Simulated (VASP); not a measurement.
# MgO (Cm) in VASP: single point with LDA

Aim: the single point of MgO with LDA.

Program: VASP 6.6.1. These are calculated values, not measurements. Logs are shortened: lines on timing, memory, paths and dates and some standing lists are left out, and cuts for length are marked.

## Step 1: The cell of the first run

The structure is monoclinic, space group Cm (No. 8). Conventional cell: a = 4.270 Å, b = 4.270 Å, c = 3.020 Å, α = 90.00°, β = 135.00°, γ = 90.00°. Within 2.1 Å of Mg (site symmetry m) lie 2 O at 1.56 to 1.93 Å. Within 2.1 Å of O (site symmetry m) lie 2 Mg at 1.56 to 1.93 Å.

## Step 2: Single point, LDA (atom 2 (O) moved by (-0.600, -0.300) A along y and z)

File INCAR:

```
SYSTEM = MgO
  PREC = Accurate
  ENCUT = 750
  EDIFF = 1E-6
  ISMEAR = 0
  SIGMA = 0.05
  LREAL = .FALSE.
  LASPH = .TRUE.
  NELM = 120
  ALGO = Normal
  ISIF = 2
  LWAVE = .FALSE.
  LCHARG = .FALSE.
  NBANDS = 15
  GGA_COMPAT = .FALSE.
```

File KPOINTS:

```
Automatic mesh
0
G
  6 6 6
  0 0 0
```

File POSCAR:

```
MgO
1.0
    0.0000000000      2.1351500000      2.1351500000
    2.1351500000      0.0000000000      2.1351500000
    2.1351500000      2.1351500000      0.0000000000
Mg O
1 1
Direct
    0.0000000000      0.0000000000      0.0000000000
    0.2892419736      0.5702526755      0.4297473245
```

Potentials or basis: VASP PAW LDA potentials, release 64 (Mg_sv, O).

On the command line:

```sh
> cat potpaw_LDA.64/Mg_sv/POTCAR potpaw_LDA.64/O/POTCAR > POTCAR
> mpirun -np 1 vasp_std > vasp.out
```

OUTCAR:

```text
SYSTEM = MgO
   PREC = Accurate
   ENCUT = 750
   EDIFF = 1E-6
   ISMEAR = 0
   LREAL = .FALSE.
   LASPH = .TRUE.
   NELM = 120
   ISIF = 2

 ion  position               nearest neighbor table
   1  0.000  0.000  0.000-   2 1.56   2 1.93
   2  0.289  0.570  0.430-   1 1.56   1 1.93

  LATTYP: Found a face centered cubic cell.
 ALAT       =     4.2703000000

  Lattice vectors:

 A1 = (   0.0000000000,   2.1351500000,   2.1351500000)
 A2 = (   2.1351500000,   0.0000000000,   2.1351500000)
 A3 = (   2.1351500000,   2.1351500000,   0.0000000000)

Analysis of symmetry for initial positions (statically):
=====================================================================
 Subroutine PRICEL returns:
 Original cell was already a primitive cell.

 Routine SETGRP: Setting up the symmetry group for a
 face centered cubic supercell.

 Subroutine GETGRP returns: Found  2 space group operations
 (whereof  2 operations were pure point group operations)
 out of a pool of 48 trial point group operations.

The static configuration has the point symmetry C_1h.

Analysis of symmetry for dynamics (positions and initial velocities):
=====================================================================
 Subroutine PRICEL returns:
 Original cell was already a primitive cell.

 Routine SETGRP: Setting up the symmetry group for a
 face centered cubic supercell.

 Subroutine GETGRP returns: Found  2 space group operations
 (whereof  2 operations were pure point group operations)
 out of a pool of 48 trial point group operations.

The dynamic configuration has the point symmetry C_1h.

 Subroutine INISYM returns: Found  2 space group operations
 (whereof  2 operations are pure point group operations),
 and found     1 'primitive' translations

----------------------------------------------------------------------------------------

                                     Primitive cell

  volume of cell :      19.4677

  direct lattice vectors                    reciprocal lattice vectors
     0.000000000  2.135150000  2.135150000    -0.234175585  0.234175585  0.234175585
     2.135150000  0.000000000  2.135150000     0.234175585 -0.234175585  0.234175585
     2.135150000  2.135150000  0.000000000     0.234175585  0.234175585 -0.234175585

  length of vectors
     3.019558088  3.019558088  3.019558088     0.405604011  0.405604011  0.405604011

  position of ions in fractional coordinates (direct lattice)
     0.000000000  0.000000000  0.000000000
     0.289241974  0.570252676  0.429747324

  ion indices of the primitive-cell ions
   primitive index   ion index
                 1           1
                 2           2

----------------------------------------------------------------------------------------

 KPOINTS: Automatic mesh

Automatic generation of k-mesh.
 Grid dimensions read from file:
 generate k-points for:    6    6    6

 Generating k-lattice:

  Cartesian coordinates                     Fractional coordinates (reciprocal lattice)
    -0.039029264  0.039029264  0.039029264     0.166666667  0.000000000  0.000000000
     0.039029264 -0.039029264  0.039029264     0.000000000  0.166666667  0.000000000
     0.039029264  0.039029264 -0.039029264     0.000000000  0.000000000  0.166666667

  Length of vectors
     0.067600668  0.067600668  0.067600668

  Shift w.r.t. Gamma in fractional coordinates (k-lattice)
     0.000000000  0.000000000  0.000000000

 Subroutine IBZKPT returns following result:
 ===========================================

 Found     68 irreducible k-points:

 Following reciprocal coordinates:
            Coordinates               Weight
  0.000000  0.000000  0.000000      1.000000
  0.166667  0.000000  0.000000      4.000000
  0.000000  0.166667  0.000000      4.000000
  0.333333  0.000000  0.000000      4.000000
  0.000000  0.333333  0.000000      4.000000
  0.500000  0.000000  0.000000      2.000000
[... 16 lines left out ...]
 -0.333333  0.166667  0.000000      4.000000
  0.000000 -0.333333  0.166667      4.000000
 [... further k-points ...]
   k-points           NKPTS =     68   k-points in BZ     NKDIM =     68   number of bands    NBANDS=     15
   number of dos      NEDOS =    301   number of ions     NIONS =      2
   total plane-waves  NPLWV =  21952
   dimension x,y,z NGX =    28 NGY =   28 NGZ =   28
   dimension x,y,z NGXF=    56 NGYF=   56 NGZF=   56
   ions per type =               1   1
   NGX,Y,Z   is equivalent  to a cutoff of  15.42, 15.42, 15.42 a.u.
   NGXF,Y,Z  is equivalent  to a cutoff of  30.83, 30.83, 30.83 a.u.
 SYSTEM =  MgO
   PREC   = accura    normal or accurate (medium, high low for compatibility)
   ISTART =      0    job   : 0-new  1-cont  2-samecut
   ICHARG =      2    charge: 1-file 2-atom 10-const
   ISPIN  =      1    spin polarized calculation?
   LNONCOLLINEAR =      F non collinear calculations
   LSORBIT =      F    spin-orbit coupling
   LASPH  =      T    aspherical Exc in radial PAW
   ENCUT  =  750.0 eV  55.12 Ry    7.42 a.u.   6.74  6.74  6.74*2*pi/ulx,y,z
   NELM   =    120;   NELMIN=  2; NELMDL= -5     # of ELM steps
   EDIFF  = 0.1E-05   stopping-criterion for ELM
   LREAL  =      F    real-space projection
   EDIFFG = 0.1E-04   stopping-criterion for IOM
   NSW    =      0    number of steps for IOM
   IBRION =     -1    ionic relax: 0-MD 1-quasi-New 2-CG
   NFREE  =      0    steps in history (QN), initial steepest desc. (CG)
   ISIF   =      2    stress and relaxation
   ISYM   =      2    0-nonsym 1-usesym 2-fastsym
   POTIM  = 0.5000    time-step for ionic-motion
   TEBEG  =    0.0;   TEEND  =   0.0 temperature during run
   PSTRESS=    0.0 pullay stress
   NELECT =      16.0000    total number of electrons
   NUPDOWN=      -1.0000    fix difference up-down
   EMIN   =  10.00;   EMAX   =-10.00  energy-range for DOS
   EFERMI =   0.00;   METHOD = LEGACY
   ISMEAR =     0;   SIGMA  =   0.05  broadening in eV -4-tet -1-fermi 0-gaus
   EFERMI_NEDOS =   21; number of points for ismear=-14 and -15
   IALGO  =     38    algorithm
   IMIX   =      4    mixing-type and parameters
     AMIX     =   0.40;   BMIX     =  1.00
     AMIX_MAG =   1.60;   BMIX_MAG =  1.00
  volume/ion in A,a.u.               =       9.73        65.69
  Fermi-wavevector in a.u.,A,eV,Ry     =   1.533474  2.897846 31.994681  2.351543
  Thomas-Fermi vector in A             =   2.640536
   LORBIT       =      0    0 simple, 1 ext, 2 COOP (PROOUT), +10 PAW based schemes
   GGA     = CA    functional components
   LHFCALC =     F    Hartree Fock is set to
   AEXX    =    0.0000 exact exchange contribution
   IVDW    =     0    specifies the selected vdW correction
   LEPSILON=     F    determine dielectric tensor
   LRPA    =     F    only Hartree local field effects (RPA)
 non-spin polarized calculation
 Gauss-broadening in eV      SIGMA  =   0.05
  energy-cutoff  :      750.00
  volume of cell :       19.47
 maximum number of plane-waves:       934
   NGX = 13   NGY = 13   NGZ = 13

 number of electron      15.9999998 magnetization

 Free energy of the ion-electron system (eV)
  ---------------------------------------------------
  ext. energy  EPLUGINS =         0.00000000
  ---------------------------------------------------
  free energy    TOTEN  =       -11.30300743 eV

  energy without entropy =      -11.30300743  energy(sigma->0) =      -11.30300743

 E-fermi :   2.5358     XC(G=0): -11.5711

 val. band max:        2.0195684682   @ k =   0.0000  -0.1667   0.1667
 cond. band min:       6.0849324771   @ k =   0.0000   0.0000   0.0000
 fundamental gap:      4.0653640089
 Fermi energy:         2.5357888754

 k-point     1 :       0.0000    0.0000    0.0000
  band No.  band energies     occupation
      1     -68.8491      2.00000
      2     -36.4302      2.00000
      3     -36.2853      2.00000
      4     -36.2819      2.00000
      5     -14.6258      2.00000
      6       1.6159      2.00000
      7       1.9293      2.00000
      8       1.9321      2.00000
      9       6.0849      0.00000
     10      17.6703      0.00000
     11      19.2353      0.00000
     12      19.4194      0.00000
     13      20.3472      0.00000
     14      23.1860      0.00000
     15      23.6977      0.00000

 k-point     2 :       0.1667    0.0000    0.0000
  band No.  band energies     occupation
      1     -68.8473      2.00000
      2     -36.4412      2.00000
      3     -36.2966      2.00000
      4     -36.2860      2.00000
      5     -14.3664      2.00000
      6       0.4613      2.00000
      7       1.5465      2.00000
      8       1.8749      2.00000
      9       7.5144      0.00000
     10      15.7037      0.00000
     11      18.0843      0.00000
     12      19.3395      0.00000
     13      21.9977      0.00000
     14      22.3353      0.00000
     15      23.8554      0.00000

 k-point     3 :       0.0000    0.1667    0.0000
  band No.  band energies     occupation
      1     -68.8470      2.00000
      2     -36.4440      2.00000
      3     -36.2990      2.00000
      4     -36.2876      2.00000
      5     -14.3509      2.00000
      6       0.3628      2.00000
      7       1.7366      2.00000
      8       1.9881      2.00000
      9       7.3663      0.00000
     10      15.1709      0.00000
     11      18.7396      0.00000
     12      19.3415      0.00000
     13      21.3741      0.00000
     14      22.1359      0.00000
     15      24.5992      0.00000
[... 343 lines left out ...]
 k-point    23 :      -0.3333    0.1667    0.0000
  band No.  band energies     occupation
      1     -68.8407      2.00000
      2     -36.4779      2.00000
      3     -36.3208      2.00000
      4     -36.3058      2.00000
      5     -13.4965      2.00000
      6      -1.5581      2.00000
      7       0.4877      2.00000
      8       1.5261      2.00000
      9      10.5757      0.00000
     10      13.1685      0.00000
     11      15.2729      0.00000
     12      19.7095      0.00000
     13      23.0595      0.00000
     14      23.6402      0.00000
     15      25.7412      0.00000

 k-point    24 :       0.0000   -0.3333    0.1667
  band No.  band energies     occupation
      1     -68.8400      2.00000
      2     -36.4900      2.00000
      3     -36.3262      2.00000
      4     -36.3082      2.00000
      5     -13.4472      2.00000
      6      -1.5271      2.00000
      7       0.5896      2.00000
      8       1.8191      2.00000
      9      10.1393      0.00000
     10      12.8698      0.00000
     11      14.9161      0.00000
     12      19.9435      0.00000
     13      23.2136      0.00000
     14      23.9830      0.00000
     15      25.0843      0.00000

 [... further k-points ...]

------------------------ aborting loop because EDIFF is reached ----------------------------------------

  FORCE on cell =-STRESS in cart. coord.  units (eV):
  Direction    XX          YY          ZZ          XY          YZ          ZX
  --------------------------------------------------------------------------------------
  -------------------------------------------------------------------------------------
  Total       -1.9382652     14.7098430      0.6556141      0.0000000     -3.1175466      0.0000000
  in kB     -159.5176022   1210.6077531     53.9564891      0.0000000   -256.5714771      0.0000000
  external PRESSURE =     368.3488800 kB  Pullay stress =       0.0000000 kB

 VOLUME and BASIS-vectors are now :
 -----------------------------------------------------------------------------
  energy-cutoff  :      750.00
  volume of cell :       19.47
      direct lattice vectors                 reciprocal lattice vectors
     0.000000000  2.135150000  2.135150000    -0.234175585  0.234175585  0.234175585
     2.135150000  0.000000000  2.135150000     0.234175585 -0.234175585  0.234175585
     2.135150000  2.135150000  0.000000000     0.234175585  0.234175585 -0.234175585

 POSITION                                       TOTAL-FORCE (eV/Angst)
 -----------------------------------------------------------------------------------
      0.00000      0.00000      0.00000         0.000000    -10.298079      0.994342
      2.13515      1.53515      1.83515         0.000000     10.298079     -0.994342
 -----------------------------------------------------------------------------------
    total drift:                                0.000000     -0.002084     -0.001308

  FREE ENERGIE OF THE ION-ELECTRON SYSTEM (eV)
  ---------------------------------------------------
  free  energy   TOTEN  =       -11.3030074259 eV

  energy  without entropy=      -11.3030074259  energy(sigma->0) =      -11.30300743
```

Run time: 12 s. Hardware: 1 thread of Intel Xeon 6975P-C (Granite Rapids), shared host; peak memory 0.15 GiB.

Results:

```
Free energy            : -11.3030 eV
Pressure               : 36.8 GPa
Largest force          : 10.346 eV/Å
Band gap on the k mesh : 4.07 eV (least direct gap 4.15 eV)
```

Forces in eV/Å, atoms in the order of the input:
```
Mg    0.000 -10.298   0.994
O     0.000  10.298  -0.994
```

Caveat: the k points lie up to 0.42 Å⁻¹ apart; the cell differs from its parent crystal (atom 2 (O) moved by (-0.600, -0.300) A along y and z); forces of over 1 eV/Å act on the atoms, so gaps and moduli don't describe the material at rest. A k mesh can miss the band edges.
